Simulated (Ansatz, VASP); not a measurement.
**Two plane-wave programs on ZnO2**

The input INCAR:

```
PREC = Accurate
ENCUT = 600
EDIFF = 1E-6
ISMEAR = 0
SIGMA = 0.05
LREAL = False
LASPH = True
NELM = 120
ALGO = Normal
ISIF = 2
LWAVE = False
LCHARG = False
GGA = PS
NBANDS = 60
GGA_COMPAT = False
```

KPOINTS

```
regular mesh
0
Gamma
  6 6 6
```

The input POSCAR:

```
ZnO2
1.0
    4.9450516819      0.0000000000      0.0000000000
    0.0000000000      4.9450516819      0.0000000000
    0.0000000000      0.0000000000      4.9450516819
Zn O
4 8
Direct
    0.0000000000      0.5000000000      0.5000000000
    0.5000000000      0.5000000000      0.0000000000
    0.5000000000      0.0000000000      0.5000000000
    0.0000000000      0.0000000000      0.0000000000
    0.4125424092      0.0874575908      0.9125424092
    0.0874575908      0.9125424092      0.4125424092
    0.9125424092      0.4125424092      0.0874575908
    0.5874575908      0.5874575908      0.5874575908
    0.4125424092      0.4125424092      0.4125424092
    0.0874575908      0.5874575908      0.9125424092
    0.9125424092      0.0874575908      0.5874575908
    0.5874575908      0.9125424092      0.0874575908
```

Input for Ansatz:

```yaml
crystal:
  lattice:
    - [4.9450516819, 0.0, 0.0]
    - [0.0, 4.9450516819, 0.0]
    - [0.0, 0.0, 4.9450516819]
  atoms:
    - { symbol: Zn, position: [0.0, 0.5, 0.5] }
    - { symbol: Zn, position: [0.5, 0.5, 0.0] }
    - { symbol: Zn, position: [0.5, 0.0, 0.5] }
    - { symbol: Zn, position: [0.0, 0.0, 0.0] }
    - { symbol: O, position: [0.4125424092, 0.0874575908, 0.9125424092] }
    - { symbol: O, position: [0.0874575908, 0.9125424092, 0.4125424092] }
    - { symbol: O, position: [0.9125424092, 0.4125424092, 0.0874575908] }
    - { symbol: O, position: [0.5874575908, 0.5874575908, 0.5874575908] }
    - { symbol: O, position: [0.4125424092, 0.4125424092, 0.4125424092] }
    - { symbol: O, position: [0.0874575908, 0.5874575908, 0.9125424092] }
    - { symbol: O, position: [0.9125424092, 0.0874575908, 0.5874575908] }
    - { symbol: O, position: [0.5874575908, 0.9125424092, 0.0874575908] }
basis:
  ecutwfc: 520.0
kpoints:
  mp_grid: { grid: [6, 6, 6] }
hamiltonian:
  xc: pbesol
  pseudopotentials: { kind: paw, azcp: { folder: soft_1 } }
scf:
  occupations: { method: gaussian, width: 0.05 }
output:
  forces: true
  stress: true
  eigenvalues: true
```

Alike in both runs: task single point; functional PBEsol; k mesh 6 × 6 × 6; occupations gaussian, width 0.05 eV; no spin polarisation.

|  | VASP | Ansatz |
| --- | --- | --- |
| version | VASP 6.6.1 | Ansatz 0.2.0 |
| potentials or method | VASP PAW PBE potentials, release 64 (Zn, O), cutoff 600 eV | scalar-relativistic, plane waves, PAW |
| valence electrons in the cell | 96 | 96 |

```csv
,VASP,Ansatz,Ansatz less VASP
gap on the k mesh at the Fermi level (eV),2.05,2.08,+0.025
least direct gap on the mesh (eV),2.20,2.23,+0.028
pressure (GPa),-6.4,-7.2,-0.82
rms of the force components (eV/Å),0.067,0.143,+0.0756
```

VASP's potentials were made for PBE, not for PBEsol, and Ansatz warns of the same on its side. Atom by atom the forces differ by 0.076 eV/Å (rms over components).
